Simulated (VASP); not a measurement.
# NbAs (I4_1md) in VASP: notebook, part 2 of 2

VASP 6.6.1. Earlier steps stand in the parts before.

## (3) Single point, PBE (biaxial strain in the a-b plane: +2.0 %, then relaxed in part)

File INCAR:

```
SYSTEM = NbAs
PREC = Accurate
ENCUT = 520
EDIFF = 1E-7
ISMEAR = 0
SIGMA = 0.1
LREAL = .False.
LASPH = .True.
NELM = 80
ALGO = Normal
ISIF = 2
LWAVE = .False.
LCHARG = .True.
GGA = PE
LELF = .True.
LVHAR = .True.
NBANDS = 46
```

File KPOINTS:

```
regular mesh
0
Gamma
  10 10 4
  0 0 0
```

File POSCAR:

```
NbAs
1.0
    3.5429516923      0.0000000000      0.0000000000
    0.0000000000      3.5429516923      0.0000000000
    0.0000000000      0.0000000000     11.5300637595
Nb As
4 4
Direct
    0.5000000000      0.5000000000      0.9979830278
    0.5000000000      0.0000000000      0.2479830278
    0.0000000000      0.0000000000      0.4979830278
    0.0000000000      0.5000000000      0.7479830278
    0.0000000000      0.0000000000      0.9180169722
    0.0000000000      0.5000000000      0.1680169722
    0.5000000000      0.5000000000      0.4180169722
    0.5000000000      0.0000000000      0.6680169722
```

Potentials or basis: VASP PAW PBE potentials, release 64 (Nb_sv, As).

Command:

```console
$ cat potpaw_PBE.64/Nb_sv/POTCAR potpaw_PBE.64/As/POTCAR > POTCAR
$ mpirun -np 1 vasp_std > vasp.out
```

OUTCAR:

```text
SYSTEM = NbAs
   PREC = Accurate
   ENCUT = 520
   EDIFF = 1E-7
   ISMEAR = 0
   LREAL = .False.
   LASPH = .True.
   NELM = 80
   ISIF = 2
   GGA = PE

 ion  position               nearest neighbor table
   1  0.500  0.500  0.998-   6 2.64   6 2.64   5 2.67   5 2.67   5 2.67   5 2.67
   2  0.500  0.000  0.248-   7 2.64   7 2.64   6 2.67   6 2.67   6 2.67   6 2.67
   3  0.000  0.000  0.498-   8 2.64   8 2.64   7 2.67   7 2.67   7 2.67   7 2.67
   4  0.000  0.500  0.748-   5 2.64   5 2.64   8 2.67   8 2.67   8 2.67   8 2.67
   5  0.000  0.000  0.918-   4 2.64   4 2.64   1 2.67   1 2.67   1 2.67   1 2.67
   6  0.000  0.500  0.168-   1 2.64   1 2.64   2 2.67   2 2.67   2 2.67   2 2.67
   7  0.500  0.500  0.418-   2 2.64   2 2.64   3 2.67   3 2.67   3 2.67   3 2.67
   8  0.500  0.000  0.668-   3 2.64   3 2.64   4 2.67   4 2.67   4 2.67   4 2.67

  LATTYP: Found a simple tetragonal cell.
 ALAT       =     3.5429516923
 C/A-ratio  =     3.2543666301

  Lattice vectors:

 A1 = (   3.5429516923,   0.0000000000,   0.0000000000)
 A2 = (   0.0000000000,   3.5429516923,   0.0000000000)
 A3 = (   0.0000000000,   0.0000000000,  11.5300637595)

Analysis of symmetry for initial positions (statically):
=====================================================================
 Subroutine PRICEL returns following result:

  LATTYP: Found a body centered tetragonal cell.
 ALAT       =     3.5429516923
 C/A-ratio  =     3.2543666301

  Lattice vectors:

 A1 = (  -1.7714758462,   1.7714758462,   5.7650318798)
 A2 = (   1.7714758461,  -1.7714758462,   5.7650318797)
 A3 = (   1.7714758462,   1.7714758461,  -5.7650318798)

   2 primitive cells build up your supercell.

 Routine SETGRP: Setting up the symmetry group for a
 simple tetragonal supercell.

 Subroutine GETGRP returns: Found  8 space group operations
[... 150 lines left out ...]
   EFERMI_NEDOS =   21; number of points for ismear=-14 and -15
   IALGO  =     38    algorithm
   IMIX   =      4    mixing-type and parameters
     AMIX     =   0.40;   BMIX     =  1.00
     AMIX_MAG =   1.60;   BMIX_MAG =  1.00
  volume/ion in A,a.u.               =      18.09       122.09
  Fermi-wavevector in a.u.,A,eV,Ry     =   1.297174  2.451304 22.893988  1.682661
  Thomas-Fermi vector in A             =   2.428583
   LORBIT       =      0    0 simple, 1 ext, 2 COOP (PROOUT), +10 PAW based schemes
   GGA     = PE    functional components
   LHFCALC =     F    Hartree Fock is set to
   AEXX    =    0.0000 exact exchange contribution
   IVDW    =     0    specifies the selected vdW correction
   LEPSILON=     F    determine dielectric tensor
   LRPA    =     F    only Hartree local field effects (RPA)
 non-spin polarized calculation
 Gauss-broadening in eV      SIGMA  =   0.10
  energy-cutoff  :      520.00
  volume of cell :      144.73
 maximum number of plane-waves:      3933
 NGX is ok and might be reduce to    28
   NGX = 13   NGY = 13   NGZ = 43

 number of electron      72.0000004 magnetization

 Free energy of the ion-electron system (eV)
  ---------------------------------------------------
  ext. energy  EPLUGINS =         0.00000000
  ---------------------------------------------------
  free energy    TOTEN  =       -64.95595868 eV

  energy without entropy =      -64.94739817  energy(sigma->0) =      -64.95167843

 E-fermi :   9.1605     XC(G=0): -11.6637

 val. band max:        9.1321366845   @ k =   0.3000   0.0000   0.5000
 cond. band min:       9.1610699855   @ k =   0.5000   0.0000   0.5000
 fundamental gap:      0.0289333010
 Fermi energy:         9.1604939152

 k-point     1 :       0.0000    0.0000    0.0000
  band No.  band energies     occupation
      1     -46.0433      2.00000
      2     -46.0291      2.00000
      3     -46.0291      2.00000
      4     -46.0150      2.00000
      5     -22.2021      2.00000
      6     -22.1668      2.00000
[... 1165 lines left out ...]
     45      11.9946      0.00000
     46      12.1053      0.00000

 [... further k-points ...]
[... 5 lines left out ...]
  --------------------------------------------------------------------------------------
  -------------------------------------------------------------------------------------
  Total       -5.1149947     -5.1149947     -0.0290122      0.0000000      0.0000000      0.0000000
  in kB      -56.6230942    -56.6230942     -0.3211656      0.0000000      0.0000000      0.0000000
  external PRESSURE =     -37.8557847 kB  Pullay stress =       0.0000000 kB

 VOLUME and BASIS-vectors are now :
 -----------------------------------------------------------------------------
  energy-cutoff  :      520.00
  volume of cell :      144.73
      direct lattice vectors                 reciprocal lattice vectors
     3.542951692  0.000000000  0.000000000     0.282250532  0.000000000  0.000000000
     0.000000000  3.542951692  0.000000000     0.000000000  0.282250532  0.000000000
     0.000000000  0.000000000 11.530063760     0.000000000  0.000000000  0.086729789

 POSITION                                       TOTAL-FORCE (eV/Angst)
 -----------------------------------------------------------------------------------
      1.77148      1.77148     11.50681        -0.000000     -0.000000     -0.001129
      1.77148      0.00000      2.85926         0.000000     -0.000000     -0.001129
      0.00000      0.00000      5.74178        -0.000000     -0.000000     -0.001129
      0.00000      1.77148      8.62429        -0.000000     -0.000000     -0.001129
      0.00000      0.00000     10.58479        -0.000000     -0.000000      0.001129
      0.00000      1.77148      1.93725        -0.000000     -0.000000      0.001129
      1.77148      1.77148      4.81976        -0.000000      0.000000      0.001129
      1.77148      0.00000      7.70228         0.000000      0.000000      0.001129
 -----------------------------------------------------------------------------------
    total drift:                               -0.000000     -0.000000     -0.000030

  FREE ENERGIE OF THE ION-ELECTRON SYSTEM (eV)
  ---------------------------------------------------
  free  energy   TOTEN  =       -64.9559586830 eV

  energy  without entropy=      -64.9473981725  energy(sigma->0) =      -64.95167843
```

Run time: 9.9 min. Hardware: 1 thread of Intel Xeon 6975P-C, shared host; peak memory 0.46 GiB.

What came out:

- Free energy: -64.9560 eV
- Pressure: -3.8 GPa

Stress tensor (GPa, compression positive):
```
-5.66  0.00  0.00
 0.00 -5.66  0.00
 0.00  0.00 -0.03
```

Caveat: the cell differs from its parent crystal (biaxial strain in the a-b plane: +2.0 %, then relaxed in part).

## (4) Single point, PBE (biaxial strain in the a-b plane: +2.0 %)

File INCAR:

```
SYSTEM = NbAs
  PREC = Accurate
  ENCUT = 520
  EDIFF = 1E-6
  ISMEAR = 0
  SIGMA = 0.1
  LREAL = .FALSE.
  LASPH = .TRUE.
  NELM = 100
  ALGO = Normal
  ISIF = 2
  LWAVE = .FALSE.
  LCHARG = .FALSE.
  GGA = PE
  NBANDS = 46
```

File KPOINTS:

```
regular mesh
0
G
  10 10 4
  0 0 0
```

File POSCAR:

```
NbAs
1.0
    3.5429516923      0.0000000000      0.0000000000
    0.0000000000      3.5429516923      0.0000000000
    0.0000000000      0.0000000000     11.6081743664
Nb As
4 4
Direct
    0.5000000000      0.5000000000      0.9988964711
    0.5000000000      0.0000000000      0.2488964711
    0.0000000000      0.0000000000      0.4988964711
    0.0000000000      0.5000000000      0.7488964711
    0.0000000000      0.0000000000      0.9171035289
    0.0000000000      0.5000000000      0.1671035289
    0.5000000000      0.5000000000      0.4171035289
    0.5000000000      0.0000000000      0.6671035289
```

Command:

```console
$ cat potpaw_PBE.64/Nb_sv/POTCAR potpaw_PBE.64/As/POTCAR > POTCAR
$ mpirun -np 1 vasp_std > vasp.out
```

Wall time 8.7 min (1 thread of Intel Xeon 6975P-C, shared host); peak memory 0.45 GiB.

It converged, with:

```yaml
Free_energy: -64.9465 eV
Pressure: -4.6 GPa
Largest_force: 0.155 eV/Å
Band_gap_on_the_k_mesh: zero (band 36 reaches 9.08 eV, above the bottom of band 37 at 9.08 eV)
```

Forces in eV/Å, atoms in the order of the input:
```
Nb   0.000  0.000 -0.155
Nb   0.000  0.000 -0.155
Nb   0.000  0.000 -0.155
Nb   0.000  0.000 -0.155
As   0.000  0.000  0.155
As   0.000  0.000  0.155
As   0.000  0.000  0.155
As   0.000  0.000  0.155
```

Stress tensor (GPa, compression positive):
```
-6.37  0.00  0.00
 0.00 -6.37  0.00
 0.00  0.00 -1.02
```

Levels at points of the mesh, in eV from the Fermi level:
```tsv
k point	band 32	band 33	band 34	band 35	band 36	band 37	band 38	band 39	band 40	band 41
(0.00, 0.00, 0.00)	-1.41	-1.40	-1.40	-0.72	-0.72	0.53	0.82	0.82	1.15	1.86
(0.50, 0.00, 0.00)	-1.72	-1.29	-1.29	-0.12	-0.12	0.15	0.15	1.29	1.29	1.83
(0.50, 0.50, 0.00)	-2.61	-0.64	-0.64	-0.64	-0.64	2.11	2.11	2.11	2.11	2.49
(0.00, 0.00, 0.50)	-1.72	-1.04	-1.04	-1.04	-1.04	0.61	0.61	1.05	1.05	2.24
(0.50, 0.00, 0.50)	-1.70	-1.21	-1.21	0.00	0.00	0.06	0.06	1.11	1.11	1.84
(0.50, 0.50, 0.50)	-2.61	-0.63	-0.63	-0.63	-0.63	2.13	2.13	2.13	2.13	2.47
```

Caveat: the cell differs from its parent crystal (biaxial strain in the a-b plane: +2.0 %).

## (5) Summary

| cell | gap on the mesh (eV) | pressure (GPa) |
| --- | --- | --- |
| a = 3.473, b = 3.473, c = 11.749 Å, 8 atoms | none | 0.1 |
| a = 3.543, b = 3.543, c = 11.530 Å, 8 atoms | - | -3.8 |
| a = 3.543, b = 3.543, c = 11.608 Å, 8 atoms | none | -4.6 |

Alike in all rows: task single point; level PBE; potentials or basis VASP PAW PBE potentials, release 64 (Nb_sv, As); no spin polarisation; k mesh 10 × 10 × 4; cutoff (eV) 520; smearing gaussian 0.1 eV.

Total energies depend on the potentials used, so only differences within one code and one set of settings carry meaning.
